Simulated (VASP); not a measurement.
# BaSi3 (Pm-3m) in VASP: a series of runs

The runs below take BaSi3 through single point, with PBEsol.

All numbers are computed with VASP 6.6.1; they aren't measurements. Logs are shortened: lines on timing, memory, paths and dates and some standing lists are left out, and cuts for length are marked.

**1. The cell of the first run**

It takes space group Pm-3m (No. 221, cubic). Conventional cell: a = 4.414 Å, b = 4.414 Å, c = 4.414 Å, α = 90.00°, β = 90.00°, γ = 90.00°. Ba (site symmetry m-3m) has 12 Si at 3.12 Å within 4.1 Å. Si (site symmetry 4/mmm) has 4 Ba at 3.12 Å and 8 Si at 3.12 Å within 4.1 Å.

**2. Single point, PBEsol**

File INCAR:

```
SYSTEM = BaSi3
PREC = Accurate
ENCUT = 520
EDIFF = 1E-6
ISMEAR = -5
SIGMA = 0.1
LREAL = .False.
LASPH = .True.
NELM = 80
ALGO = Normal
ISIF = 2
LWAVE = .False.
LCHARG = .True.
GGA = PS
LELF = .True.
LVHAR = .True.
NBANDS = 19
```

File KPOINTS:

```
Automatic mesh
0
Gamma
  8 8 8
  0 0 0
```

File POSCAR:

```
BaSi3
1.0
    4.4143014413      0.0000000000      0.0000000000
    0.0000000000      4.4143014413      0.0000000000
    0.0000000000      0.0000000000      4.4143014413
Ba Si
1 3
Direct
    0.0000000000      0.0000000000      0.0000000000
    0.0000000000      0.5000000000      0.5000000000
    0.5000000000      0.5000000000      0.0000000000
    0.5000000000      0.0000000000      0.5000000000
```

Potentials or basis: VASP PAW PBE potentials, release 64 (Ba_sv, Si).

On the command line:

```sh
cat potpaw_PBE.64/Ba_sv/POTCAR potpaw_PBE.64/Si/POTCAR > POTCAR
mpirun -np 1 vasp_std > vasp.out
```

OUTCAR:

```text
SYSTEM = BaSi3
   PREC = Accurate
   ENCUT = 520
   EDIFF = 1E-6
   ISMEAR = -5
   LREAL = .False.
   LASPH = .True.
   NELM = 80
   ISIF = 2
   GGA = PS

 ion  position               nearest neighbor table
   1  0.000  0.000  0.000-   2 3.12   3 3.12   4 3.12   2 3.12   4 3.12   2 3.12   3 3.12   2 3.12
                             3 3.12   4 3.12   4 3.12   3 3.12
   2  0.000  0.500  0.500-   1 3.12   3 3.12   4 3.12   1 3.12   3 3.12   1 3.12   4 3.12   1 3.12
                             3 3.12   4 3.12   3 3.12   4 3.12
   3  0.500  0.500  0.000-   1 3.12   2 3.12   4 3.12   2 3.12   4 3.12   1 3.12   4 3.12   4 3.12
                             1 3.12   2 3.12   2 3.12   1 3.12
   4  0.500  0.000  0.500-   1 3.12   2 3.12   3 3.12   1 3.12   3 3.12   2 3.12   3 3.12   3 3.12
                             1 3.12   2 3.12   1 3.12   2 3.12

  LATTYP: Found a simple cubic cell.
 ALAT       =     4.4143014413

  Lattice vectors:

 A1 = (   4.4143014413,   0.0000000000,   0.0000000000)
 A2 = (   0.0000000000,   4.4143014413,   0.0000000000)
 A3 = (   0.0000000000,   0.0000000000,   4.4143014413)

Analysis of symmetry for initial positions (statically):
=====================================================================
 Subroutine PRICEL returns:
 Original cell was already a primitive cell.

 Routine SETGRP: Setting up the symmetry group for a
 simple cubic supercell.

 Subroutine GETGRP returns: Found 48 space group operations
 (whereof 48 operations were pure point group operations)
 out of a pool of 48 trial point group operations.

The static configuration has the point symmetry O_h .

Analysis of symmetry for dynamics (positions and initial velocities):
=====================================================================
 Subroutine PRICEL returns:
 Original cell was already a primitive cell.

 Routine SETGRP: Setting up the symmetry group for a
 simple cubic supercell.

 Subroutine GETGRP returns: Found 48 space group operations
 (whereof 48 operations were pure point group operations)
 out of a pool of 48 trial point group operations.

The dynamic configuration has the point symmetry O_h .

 Subroutine INISYM returns: Found 48 space group operations
 (whereof 48 operations are pure point group operations),
 and found     1 'primitive' translations

----------------------------------------------------------------------------------------

                                     Primitive cell

  volume of cell :      86.0173

  direct lattice vectors                    reciprocal lattice vectors
     4.414301441  0.000000000  0.000000000     0.226536410  0.000000000  0.000000000
     0.000000000  4.414301441  0.000000000     0.000000000  0.226536410  0.000000000
     0.000000000  0.000000000  4.414301441     0.000000000  0.000000000  0.226536410

  length of vectors
     4.414301441  4.414301441  4.414301441     0.226536410  0.226536410  0.226536410

  position of ions in fractional coordinates (direct lattice)
     0.000000000  0.000000000  0.000000000
     0.000000000  0.500000000  0.500000000
     0.500000000  0.500000000  0.000000000
     0.500000000  0.000000000  0.500000000

  ion indices of the primitive-cell ions
   primitive index   ion index
                 1           1
                 2           2
                 3           3
                 4           4

----------------------------------------------------------------------------------------

 KPOINTS: Automatic mesh

Automatic generation of k-mesh.
 Grid dimensions read from file:
 generate k-points for:    8    8    8

 Generating k-lattice:

  Cartesian coordinates                     Fractional coordinates (reciprocal lattice)
     0.028317051  0.000000000  0.000000000     0.125000000  0.000000000  0.000000000
     0.000000000  0.028317051  0.000000000     0.000000000  0.125000000  0.000000000
     0.000000000  0.000000000  0.028317051     0.000000000  0.000000000  0.125000000

  Length of vectors
     0.028317051  0.028317051  0.028317051

  Shift w.r.t. Gamma in fractional coordinates (k-lattice)
     0.000000000  0.000000000  0.000000000

 TETIRR: Found    250 inequivalent tetrahedra from     3072

 Subroutine IBZKPT returns following result:
 ===========================================

 Found     35 irreducible k-points:

 Following reciprocal coordinates:
            Coordinates               Weight
  0.000000  0.000000  0.000000      1.000000
  0.125000  0.000000  0.000000      6.000000
  0.250000  0.000000  0.000000      6.000000
  0.375000  0.000000  0.000000      6.000000
  0.500000  0.000000  0.000000      3.000000
  0.125000  0.125000  0.000000     12.000000
[... 16 lines left out ...]
  0.375000  0.375000  0.125000     24.000000
  0.500000  0.375000  0.125000     24.000000
 [... further k-points ...]
   k-points           NKPTS =     35   k-points in BZ     NKDIM =     35   number of bands    NBANDS=     19
   number of dos      NEDOS =    301   number of ions     NIONS =      4
   total plane-waves  NPLWV =  46656
   dimension x,y,z NGX =    36 NGY =   36 NGZ =   36
   dimension x,y,z NGXF=    72 NGYF=   72 NGZF=   72
   ions per type =               1   3
   NGX,Y,Z   is equivalent  to a cutoff of  13.56, 13.56, 13.56 a.u.
   NGXF,Y,Z  is equivalent  to a cutoff of  27.12, 27.12, 27.12 a.u.
 SYSTEM =  BaSi3
   PREC   = accura    normal or accurate (medium, high low for compatibility)
   ISTART =      0    job   : 0-new  1-cont  2-samecut
   ICHARG =      2    charge: 1-file 2-atom 10-const
   ISPIN  =      1    spin polarized calculation?
   LNONCOLLINEAR =      F non collinear calculations
   LSORBIT =      F    spin-orbit coupling
   LASPH  =      T    aspherical Exc in radial PAW
   ENCUT  =  520.0 eV  38.22 Ry    6.18 a.u.   8.21  8.21  8.21*2*pi/ulx,y,z
   NELM   =     80;   NELMIN=  2; NELMDL= -5     # of ELM steps
   EDIFF  = 0.1E-05   stopping-criterion for ELM
   LREAL  =      F    real-space projection
   EDIFFG = 0.1E-04   stopping-criterion for IOM
   NSW    =      0    number of steps for IOM
   IBRION =     -1    ionic relax: 0-MD 1-quasi-New 2-CG
   NFREE  =      0    steps in history (QN), initial steepest desc. (CG)
   ISIF   =      2    stress and relaxation
   ISYM   =      2    0-nonsym 1-usesym 2-fastsym
   POTIM  = 0.5000    time-step for ionic-motion
   TEBEG  =    0.0;   TEEND  =   0.0 temperature during run
   PSTRESS=    0.0 pullay stress
   NELECT =      22.0000    total number of electrons
   NUPDOWN=      -1.0000    fix difference up-down
   EMIN   =  10.00;   EMAX   =-10.00  energy-range for DOS
   EFERMI =   0.00;   METHOD = LEGACY
   ISMEAR =    -5;   SIGMA  =   0.10  broadening in eV -4-tet -1-fermi 0-gaus
   EFERMI_NEDOS =   21; number of points for ismear=-14 and -15
   IALGO  =     38    algorithm
   IMIX   =      4    mixing-type and parameters
     AMIX     =   0.40;   BMIX     =  1.00
     AMIX_MAG =   1.60;   BMIX_MAG =  1.00
  volume/ion in A,a.u.               =      21.50       145.12
  Fermi-wavevector in a.u.,A,eV,Ry     =   1.039171  1.963749 14.692614  1.079877
  Thomas-Fermi vector in A             =   2.173689
   LORBIT       =      0    0 simple, 1 ext, 2 COOP (PROOUT), +10 PAW based schemes
   GGA     = PS    functional components
   LHFCALC =     F    Hartree Fock is set to
   AEXX    =    0.0000 exact exchange contribution
   IVDW    =     0    specifies the selected vdW correction
   LEPSILON=     F    determine dielectric tensor
   LRPA    =     F    only Hartree local field effects (RPA)
 non-spin polarized calculation
 Fermi weights with tetrahedron method with Bloechl corrections
  energy-cutoff  :      520.00
  volume of cell :       86.02
 maximum number of plane-waves:      2360
 NGX is ok and might be reduce to    36
   NGX = 17   NGY = 17   NGZ = 17

 number of electron      22.0000000 magnetization

 Free energy of the ion-electron system (eV)
  ---------------------------------------------------
  ext. energy  EPLUGINS =         0.00000000
  ---------------------------------------------------
  free energy    TOTEN  =       -18.19284136 eV

  energy without entropy =      -18.19284136  energy(sigma->0) =      -18.19284136

 E-fermi :   5.7137     XC(G=0): -10.2756

 val. band max:        5.6994914168   @ k =   0.5000   0.1250   0.0000
 cond. band min:       5.4307208940   @ k =   0.5000   0.5000   0.0000
 fundamental gap:     -0.2687705228
 Fermi energy:         5.7136895714

 k-point     1 :       0.0000    0.0000    0.0000
  band No.  band energies     occupation
      1     -20.7886      2.00000
      2      -6.3298      2.00000
      3      -6.3298      2.00000
      4      -6.3298      2.00000
      5      -4.3730      2.00000
      6       0.5101      2.00000
[... 11 lines left out ...]
     18       8.9782      0.00000
     19       8.9782      0.00000

 k-point     2 :       0.1250    0.0000    0.0000
  band No.  band energies     occupation
      1     -20.7840      2.00000
      2      -6.5389      2.00000
      3      -6.3158      2.00000
      4      -6.3158      2.00000
      5      -4.1019      2.00000
      6       0.3217      2.00000
[... 11 lines left out ...]
     18       9.4716      0.00000
     19      10.1217      0.00000

 k-point     3 :       0.2500    0.0000    0.0000
  band No.  band energies     occupation
      1     -20.7726      2.00000
      2      -6.9247      2.00000
      3      -6.2817      2.00000
      4      -6.2817      2.00000
      5      -3.5009      2.00000
      6      -0.2487      2.00000
[... 11 lines left out ...]
     18       9.9133      0.00000
     19      11.0735      0.00000

 k-point     4 :       0.3750    0.0000    0.0000
  band No.  band energies     occupation
      1     -20.7612      2.00000
      2      -7.2263      2.00000
      3      -6.2469      2.00000
      4      -6.2469      2.00000
      5      -2.7666      2.00000
      6      -1.0562      2.00000
[... 11 lines left out ...]
     18      10.3067      0.00000
     19      12.3076      0.00000

 k-point     5 :       0.5000    0.0000    0.0000
  band No.  band energies     occupation
      1     -20.7565      2.00000
      2      -7.3365      2.00000
      3      -6.2322      2.00000
      4      -6.2322      2.00000
      5      -2.0678      2.00000
      6      -1.7986      2.00000
[... 11 lines left out ...]
     18      10.8395      0.00000
     19      11.9394      0.00000

 k-point     6 :       0.1250    0.1250    0.0000
  band No.  band energies     occupation
      1     -20.7794      2.00000
      2      -6.5836      2.00000
      3      -6.4388      2.00000
      4      -6.3022      2.00000
      5      -3.8605      2.00000
      6       0.3251      2.00000
[... 11 lines left out ...]
     18       9.8863      0.00000
     19      10.0254      0.00000

 k-point     7 :       0.2500    0.1250    0.0000
  band No.  band energies     occupation
      1     -20.7682      2.00000
      2      -6.9008      2.00000
      3      -6.4341      2.00000
      4      -6.2687      2.00000
      5      -3.3075      2.00000
      6      -0.1945      2.00000
[... 11 lines left out ...]
     18      10.3242      0.00000
     19      10.7329      0.00000

 k-point     8 :       0.3750    0.1250    0.0000
  band No.  band energies     occupation
      1     -20.7569      2.00000
      2      -7.1865      2.00000
      3      -6.3883      2.00000
      4      -6.2345      2.00000
      5      -2.6178      2.00000
      6      -1.0035      2.00000
[... 256 lines left out ...]
 k-point    20 :       0.2500    0.2500    0.1250
  band No.  band energies     occupation
      1     -20.7531      2.00000
      2      -6.8727      2.00000
      3      -6.6597      2.00000
      4      -6.3608      2.00000
      5      -2.7402      2.00000
      6      -0.1311      2.00000
[... 11 lines left out ...]
     18      10.3137      0.00000
     19      11.0755      0.00000

 k-point    21 :       0.3750    0.2500    0.1250
  band No.  band energies     occupation
      1     -20.7423      2.00000
      2      -7.0499      2.00000
      3      -6.6625      2.00000
      4      -6.3177      2.00000
      5      -2.2700      2.00000
      6      -0.7832      2.00000
[... 11 lines left out ...]
     18      10.8318      0.00000
     19      12.1419      0.00000

 k-point    22 :       0.5000    0.2500    0.1250
  band No.  band energies     occupation
      1     -20.7379      2.00000
      2      -7.1403      2.00000
      3      -6.6361      2.00000
      4      -6.2991      2.00000
      5      -1.9511      2.00000
      6      -1.1890      2.00000
[... 11 lines left out ...]
     18      12.0651      0.00000
     19      12.4435      0.00000

 k-point    23 :       0.3750    0.3750    0.1250
  band No.  band energies     occupation
      1     -20.7320      2.00000
      2      -6.9691      2.00000
      3      -6.8802      2.00000
      4      -6.2781      2.00000
      5      -2.1424      2.00000
      6      -0.6968      2.00000
[... 11 lines left out ...]
     18      11.8573      0.00000
     19      12.6923      0.00000

 k-point    24 :       0.5000    0.3750    0.1250
  band No.  band energies     occupation
      1     -20.7276      2.00000
      2      -7.0203      2.00000
      3      -6.8751      2.00000
      4      -6.2609      2.00000
      5      -2.1287      2.00000
      6      -0.7042      2.00000
[... 11 lines left out ...]
     18      11.9172      0.00000
     19      12.5076      0.00000

 [... further k-points ...]

------------------------ aborting loop because EDIFF is reached ----------------------------------------

  FORCE on cell =-STRESS in cart. coord.  units (eV):
  Direction    XX          YY          ZZ          XY          YZ          ZX
  --------------------------------------------------------------------------------------
  -------------------------------------------------------------------------------------
  Total        0.5833810      0.5833810      0.5833810      0.0000000      0.0000000      0.0000000
  in kB       10.8661794     10.8661794     10.8661794      0.0000000      0.0000000      0.0000000
  external PRESSURE =      10.8661794 kB  Pullay stress =       0.0000000 kB

 VOLUME and BASIS-vectors are now :
 -----------------------------------------------------------------------------
  energy-cutoff  :      520.00
  volume of cell :       86.02
      direct lattice vectors                 reciprocal lattice vectors
     4.414301441  0.000000000  0.000000000     0.226536410  0.000000000  0.000000000
     0.000000000  4.414301441  0.000000000     0.000000000  0.226536410  0.000000000
     0.000000000  0.000000000  4.414301441     0.000000000  0.000000000  0.226536410

 POSITION                                       TOTAL-FORCE (eV/Angst)
 -----------------------------------------------------------------------------------
      0.00000      0.00000      0.00000         0.000000      0.000000      0.000000
      0.00000      2.20715      2.20715         0.000000      0.000000      0.000000
      2.20715      2.20715      0.00000         0.000000      0.000000      0.000000
      2.20715      0.00000      2.20715         0.000000      0.000000      0.000000
 -----------------------------------------------------------------------------------
    total drift:                               -0.000000     -0.000000     -0.000000

  FREE ENERGIE OF THE ION-ELECTRON SYSTEM (eV)
  ---------------------------------------------------
  free  energy   TOTEN  =       -18.1928413650 eV

  energy  without entropy=      -18.1928413650  energy(sigma->0) =      -18.19284136
```

Wall time 43 s (1 thread of Intel Xeon Platinum 8488C (Sapphire Rapids), shared host); peak memory 0.23 GiB.

What came out:

```
Free energy            : -18.1928 eV
Pressure               : 1.1 GPa
Band gap on the k mesh : zero (bands 11 and 12 overlap by 2.04 eV)
```

Caveat: the PAW data sets were made with another functional, which shifts forces and pressure a little; spin-orbit coupling is left out, which moves the levels of the heavy elements; tetrahedron occupations give inexact forces and stress in metals.

[end of part 1 of 2]

The gap in the log of VASP goes by the Fermi energy; the results here count the filled bands.